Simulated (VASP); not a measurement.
# Mo in VASP: a series of runs

Runs on Mo. Level: revPBE. Tasks: single point.

Program: VASP 6.6.1. These are calculated values, not measurements. Logs are shortened: lines on timing, memory, paths and dates and some standing lists are left out, and cuts for length are marked.

## 1. The cell of the first run

The typed cell holds 2 atoms: a = 2.904 Å, b = 2.904 Å, c = 4.480 Å, α = 97.19°, β = 97.19°, γ = 127.88°.

## 2. Single point, revPBE (14.29 Å³/atom)

Contents of INCAR:

```
SYSTEM = Mo
PREC = Accurate
ENCUT = 520
EDIFF = 1E-6
ISMEAR = -1
SIGMA = 0.1
LREAL = .FALSE.
LASPH = .TRUE.
NELM = 100
ALGO = Normal
ISIF = 2
LWAVE = .FALSE.
LCHARG = .FALSE.
GGA = RE
NBANDS = 21
```

Contents of KPOINTS:

```
regular mesh
0
G
  15 15 8
  0 0 0
```

Contents of POSCAR:

```
Mo
1.0
   -1.8444592324      1.8443127765      1.2755924084
    1.8443127765     -1.8444592324      1.2755924084
    3.0368440636      3.0368440636     -1.2758606426
Mo
2
Direct
    0.9999595626      0.0000404374      0.0000000000
    0.7500404374      0.2499595626      0.5000000000
```

Potentials or basis: VASP PAW PBE potentials, release 64 (Mo_sv).

Run with:

```sh
$ cat potpaw_PBE.64/Mo_sv/POTCAR > POTCAR
$ mpirun -np 1 vasp_std > vasp.out
```

OUTCAR:

```text
SYSTEM = Mo
   PREC = Accurate
   ENCUT = 520
   EDIFF = 1E-6
   ISMEAR = -1
   LREAL = .FALSE.
   LASPH = .TRUE.
   NELM = 100
   ISIF = 2
   GGA = RE

 ion  position               nearest neighbor table
   1  1.000  0.000  0.000-   2 2.59   2 2.59   2 2.59   2 2.59   2 3.16   2 3.16   2 3.16   2 3.16

   2  0.750  0.250  0.500-   1 2.59   1 2.59   1 2.59   1 2.59   1 3.16   1 3.16   1 3.16   1 3.16

  Warning from LATTYP: Got some problem with cell dimensions!
  Tried to take original basis but could not verify dimensions!
  LATTYP: Found a base centered monoclinic cell.
 ALAT       =     2.5511848252
 B/A-ratio  =     2.0448190785
 C/A-ratio  =     1.7560081678
 COS(beta)  =    -0.2845990131

  Lattice vectors:

 A1 = (   1.8444592324,  -1.8443127765,  -1.2755924084)
 A2 = (  -1.8443127765,   1.8444592324,  -1.2755924084)
 A3 = (   3.0366976077,   3.0366976077,   1.2753241742)

Analysis of symmetry for initial positions (statically):
=====================================================================
 Subroutine PRICEL returns:
 Original cell was already a primitive cell.

 Routine SETGRP: Setting up the symmetry group for a
 base centered monoclinic supercell.

 Subroutine GETGRP returns: Found  4 space group operations
 (whereof  2 operations were pure point group operations)
 out of a pool of  4 trial point group operations.

The static configuration has the point symmetry C_2 .
 The point group associated with its full space group is C_2h.

Analysis of symmetry for dynamics (positions and initial velocities):
=====================================================================
 Subroutine PRICEL returns:
 Original cell was already a primitive cell.

 Routine SETGRP: Setting up the symmetry group for a
 base centered monoclinic supercell.

 Subroutine GETGRP returns: Found  4 space group operations
 (whereof  2 operations were pure point group operations)
 out of a pool of  4 trial point group operations.

The dynamic configuration has the point symmetry C_2 .
 The point group associated with its full space group is C_2h.

 Subroutine INISYM returns: Found  4 space group operations
 (whereof  2 operations are pure point group operations),
 and found     1 'primitive' translations

----------------------------------------------------------------------------------------

                                     Primitive cell

[... 85 lines left out ...]
   LNONCOLLINEAR =      F non collinear calculations
   LSORBIT =      F    spin-orbit coupling
   LASPH  =      T    aspherical Exc in radial PAW
   ENCUT  =  520.0 eV  38.22 Ry    6.18 a.u.   5.40  5.40  8.33*2*pi/ulx,y,z
   NELM   =    100;   NELMIN=  2; NELMDL= -5     # of ELM steps
   EDIFF  = 0.1E-05   stopping-criterion for ELM
   LREAL  =      F    real-space projection
   EDIFFG = 0.1E-04   stopping-criterion for IOM
   NSW    =      0    number of steps for IOM
   IBRION =     -1    ionic relax: 0-MD 1-quasi-New 2-CG
   NFREE  =      0    steps in history (QN), initial steepest desc. (CG)
   ISIF   =      2    stress and relaxation
   ISYM   =      2    0-nonsym 1-usesym 2-fastsym
   POTIM  = 0.5000    time-step for ionic-motion
   TEBEG  =    0.0;   TEEND  =   0.0 temperature during run
   PSTRESS=    0.0 pullay stress
   NELECT =      28.0000    total number of electrons
   NUPDOWN=      -1.0000    fix difference up-down
   EMIN   =  10.00;   EMAX   =-10.00  energy-range for DOS
   EFERMI =   0.00;   METHOD = LEGACY
   ISMEAR =    -1;   SIGMA  =   0.10  broadening in eV -4-tet -1-fermi 0-gaus
   EFERMI_NEDOS =   21; number of points for ismear=-14 and -15
   IALGO  =     38    algorithm
   IMIX   =      4    mixing-type and parameters
     AMIX     =   0.40;   BMIX     =  1.00
     AMIX_MAG =   1.60;   BMIX_MAG =  1.00
  volume/ion in A,a.u.               =      14.29        96.43
  Fermi-wavevector in a.u.,A,eV,Ry     =   1.625981  3.072659 35.971297  2.643816
  Thomas-Fermi vector in A             =   2.719016
   LORBIT       =      0    0 simple, 1 ext, 2 COOP (PROOUT), +10 PAW based schemes
   GGA     = RE    functional components
   LHFCALC =     F    Hartree Fock is set to
   AEXX    =    0.0000 exact exchange contribution
   IVDW    =     0    specifies the selected vdW correction
   LEPSILON=     F    determine dielectric tensor
   LRPA    =     F    only Hartree local field effects (RPA)
 non-spin polarized calculation
  energy-cutoff  :      520.00
  volume of cell :       28.58
 maximum number of plane-waves:       791
 NGX is ok and might be reduce to    24
   NGX = 11   NGY = 11   NGZ = 17

 number of electron      28.0000001 magnetization

 Free energy of the ion-electron system (eV)
  ---------------------------------------------------
  ext. energy  EPLUGINS =         0.00000000
  ---------------------------------------------------
  free energy    TOTEN  =       -20.09337135 eV

  energy without entropy =      -20.04881981  energy(sigma->0) =      -20.07109558

 E-fermi :  13.9678     XC(G=0): -13.8332

 val. band max:       13.9672540237   @ k =  -0.2000   0.0667   0.2500
 cond. band min:      13.9700404017   @ k =  -0.0667   0.2000   0.1250
 fundamental gap:      0.0027863780
 Fermi energy:        13.9677873982

 k-point     1 :       0.0000    0.0000    0.0000
  band No.  band energies     occupation
      1     -47.1452      2.00000
      2     -46.7038      2.00000
      3     -22.1099      2.00000
      4     -20.8291      2.00000
      5     -20.2911      2.00000
      6     -20.0912      2.00000
[... 565 lines left out ...]
     20      22.3496      0.00000
     21      27.2518      0.00000

 [... further k-points ...]

------------------------ aborting loop because EDIFF is reached ----------------------------------------

  FORCE on cell =-STRESS in cart. coord.  units (eV):
  Direction    XX          YY          ZZ          XY          YZ          ZX
  --------------------------------------------------------------------------------------
  -------------------------------------------------------------------------------------
  Total        7.1310292      7.1310292      7.1126085      0.3324175     -0.0027352     -0.0027352
  in kB      399.7855062    399.7855062    398.7527909     18.6362582     -0.1533437     -0.1533437
  external PRESSURE =     399.4412678 kB  Pullay stress =       0.0000000 kB

 VOLUME and BASIS-vectors are now :
 -----------------------------------------------------------------------------
  energy-cutoff  :      520.00
  volume of cell :       28.58
      direct lattice vectors                 reciprocal lattice vectors
    -1.844459232  1.844312777  1.275592408    -0.053204863  0.217888064  0.391984192
     1.844312777 -1.844459232  1.275592408     0.217888064 -0.053204863  0.391984192
     3.036844064  3.036844064 -1.275860643     0.164648579  0.164648579  0.000018904

 POSITION                                       TOTAL-FORCE (eV/Angst)
 -----------------------------------------------------------------------------------
     -1.84431      1.84416      1.27559        -0.004225      0.004225      0.000000
      0.59601      2.44069      0.63766         0.004225     -0.004225     -0.000000
 -----------------------------------------------------------------------------------
    total drift:                                0.000000     -0.000000      0.000000

  FREE ENERGIE OF THE ION-ELECTRON SYSTEM (eV)
  ---------------------------------------------------
  free  energy   TOTEN  =       -20.0933713499 eV

  energy  without entropy=      -20.0488198062  energy(sigma->0) =      -20.07109558
```

OSZICAR:

```text
N       E                     dE             d eps       ncg     rms          rms(c)
DAV:   1     0.277365407444E+03    0.27737E+03   -0.16907E+04 20512   0.141E+03
DAV:   2    -0.154407851804E+02   -0.29281E+03   -0.28446E+03 22872   0.438E+02
DAV:   3    -0.210319864204E+02   -0.55912E+01   -0.55335E+01 23540   0.624E+01
DAV:   4    -0.210557146684E+02   -0.23728E-01   -0.23721E-01 22731   0.443E+00
DAV:   5    -0.210558792564E+02   -0.16459E-03   -0.16459E-03 24086   0.351E-01    0.252E+01
DAV:   6    -0.202282156531E+02    0.82766E+00   -0.14481E+00 23036   0.110E+01    0.875E+00
DAV:   7    -0.200981197430E+02    0.13010E+00   -0.39415E-01 24436   0.537E+00    0.105E+00
DAV:   8    -0.200932241528E+02    0.48956E-02   -0.84303E-03 21489   0.936E-01    0.184E-01
DAV:   9    -0.200933523012E+02   -0.12815E-03   -0.16168E-04 25307   0.131E-01    0.965E-02
DAV:  10    -0.200933711825E+02   -0.18881E-04   -0.34320E-05 22501   0.572E-02    0.664E-03
DAV:  11    -0.200933713499E+02   -0.16744E-06   -0.13463E-06 16780   0.113E-02
   1 F= -.20093371E+02 E0= -.20071096E+02  d E =-.445515E-01
```

stdout:

```text
POSCAR found type information on POSCAR Mo
 POSCAR found :  1 types and       2 ions
 scaLAPACK will be used
 -----------------------------------------------------------------------------
|                                                                             |
|                                                                             |
|     You enforced a specific xc type in the INCAR file but a different       |
|     I HOPE YOU KNOW WHAT YOU ARE DOING!                                     |
|                                                                             |
 -----------------------------------------------------------------------------

 LDA part: xc-table for (Slater+PW92), standard interpolation
 POSCAR, INCAR and KPOINTS ok, starting setup
 FFT: planning ... GRIDC
 FFT: planning ... GRID_SOFT
 FFT: planning ... GRID
 WAVECAR not read
 entering main loop
```

Wall time 5.4 min (1 thread of Oxide Virtual Turin-like, shared host); peak memory 0.3 GiB.

What came out:

* Free energy: -20.0934 eV
* Pressure: 39.9 GPa
* Largest force: 0.006 eV/Å
* Band gap on the k mesh: zero (bands 14 and 15 overlap by 2.02 eV)

Forces on the atoms (eV/Å):
```
Mo  -0.004  0.004  0.000
Mo   0.004 -0.004  0.000
```

Stress tensor (GPa, compression positive):
```
39.98  1.86 -0.02
 1.86 39.98 -0.02
-0.02 -0.02 39.88
```

Caveat: the cell stands under pressure; the PAW data sets were made with another functional, which shifts forces and pressure a little.

## 3. Single point, revPBE (14.94 Å³/atom)

This run uses another cell than the first one, of 14.94 Å³/atom.

Contents of INCAR:

```
SYSTEM = Mo
ALGO = Normal
EDIFF = 1E-6
ENCUT = 520
GGA = RE
ISIF = 2
ISMEAR = -1
LASPH = .TRUE.
LCHARG = .FALSE.
LREAL = .FALSE.
LWAVE = .FALSE.
NBANDS = 21
NELM = 100
PREC = Accurate
SIGMA = 0.1
```

Contents of KPOINTS:

```
k-points
0
G
  15 15 8
  0 0 0
```

Contents of POSCAR:

```
Mo
1.0
   -1.8719925339      1.8718438918      1.2946339084
    1.8718438918     -1.8719925339      1.2946339084
    3.0821767778      3.0821767778     -1.2949061466
Mo
2
Direct
    0.9999595626      0.0000404374      0.0000000000
    0.7500404374      0.2499595626      0.5000000000
```

Potentials or basis: VASP PAW PBE potentials, release 64 (Mo_sv).

Run with:

```sh
$ cat potpaw_PBE.64/Mo_sv/POTCAR > POTCAR
$ mpirun -np 1 vasp_std > vasp.out
```

Wall time 6.5 min (1 thread of Oxide Virtual Turin-like, shared host); peak memory 0.31 GiB.

Results (log left out):

| Quantity | Value |
| --- | --- |
| Free energy | -20.3509 eV |
| Pressure | 24.0 GPa |
| Largest force | 0.004 eV/Å |
| Band gap on the k mesh | zero (bands 14 and 15 overlap by 1.84 eV) |

Forces on the atoms (eV/Å):
```
Mo  -0.003  0.003  0.000
Mo   0.003 -0.003  0.000
```

Stress tensor (GPa, compression positive):
```
23.97  1.19 -0.01
 1.19 23.97 -0.01
-0.01 -0.01 23.93
```

Levels at points of the mesh, in eV from the Fermi level:
```
           k point  band 12  band 13  band 14  band 15  band 16  band 17
(0.00, 0.00, 0.00)    -2.44    -1.30     0.45     0.87     0.93     2.26
(0.00, 0.00, 0.50)    -2.32    -1.52    -1.52     0.28     0.28     1.53
```

Caveat: the cell stands under pressure; the PAW data sets were made with another functional, which shifts forces and pressure a little.

## 4. Single point, revPBE (15.59 Å³/atom)

This run uses another cell than the first one, of 15.59 Å³/atom.

Contents of INCAR:

```
SYSTEM = Mo
PREC = Accurate
ENCUT = 520
EDIFF = 1E-6
ISMEAR = -1
SIGMA = 0.1
LREAL = .False.
LASPH = .True.
NELM = 60
ALGO = Normal
ISIF = 2
LWAVE = .False.
LCHARG = .False.
GGA = RE
NBANDS = 21
```

Contents of KPOINTS:

```
Automatic mesh
0
Gamma
  15 15 8
  0 0 0
```

Contents of POSCAR:

```
Mo
1.0
   -1.8987388979      1.8985881321      1.3131311776
    1.8985881321     -1.8987388979      1.3131311776
    3.1262138243      3.1262138243     -1.3134073055
Mo
2
Direct
    0.9999595626      0.0000404374      0.0000000000
    0.7500404374      0.2499595626      0.5000000000
```

Run with:

```sh
$ cat potpaw_PBE.64/Mo_sv/POTCAR > POTCAR
$ mpirun -np 1 vasp_std > vasp.out
```

Run time: 4.8 min. Hardware: 1 thread of Oxide Virtual Turin-like, shared host; peak memory 0.32 GiB.

It converged, with:

* Free energy: -20.4913 eV
* Pressure: 11.0 GPa
* Largest force: 0.003 eV/Å
* Band gap on the k mesh: zero (bands 14 and 15 overlap by 1.67 eV)

Forces on the atoms (eV/Å):
```
Mo  -0.002  0.002  0.000
Mo   0.002 -0.002  0.000
```

Stress tensor (GPa, compression positive):
```
10.97  0.62 -0.01
 0.62 10.97 -0.01
-0.01 -0.01 10.96
```

Levels at points of the mesh, in eV from the Fermi level:
```
           k point  band 12  band 13  band 14  band 15  band 16  band 17
(0.00, 0.00, 0.00)    -2.29    -1.21     0.46     0.87     0.92     2.07
(0.00, 0.00, 0.50)    -2.18    -1.45    -1.45     0.29     0.29     1.48
```

Caveat: the cell stands under pressure; the PAW data sets were made with another functional, which shifts forces and pressure a little.

## 5. Summary

```tsv
cell	gap on the mesh (eV)	pressure (GPa)
a = 2.904, b = 2.904, c = 4.480 Å, angles 97.2, 97.2, 127.9°, 2 atoms	none	39.9
a = 2.947, b = 2.947, c = 4.547 Å, angles 97.2, 97.2, 127.9°, 2 atoms	none	24.0
a = 2.989, b = 2.989, c = 4.612 Å, angles 97.2, 97.2, 127.9°, 2 atoms	none	11.0
```

Alike in all rows: task single point; level revPBE; potentials or basis VASP PAW PBE potentials, release 64 (Mo_sv); no spin polarisation; k mesh 15 × 15 × 8; cutoff (eV) 520; smearing fermi-dirac 0.1 eV.

Caveats: the cell stands under pressure; the PAW data sets were made with another functional, which shifts forces and pressure a little.

Total energies depend on the potentials used, so only differences within one code and one set of settings carry meaning.
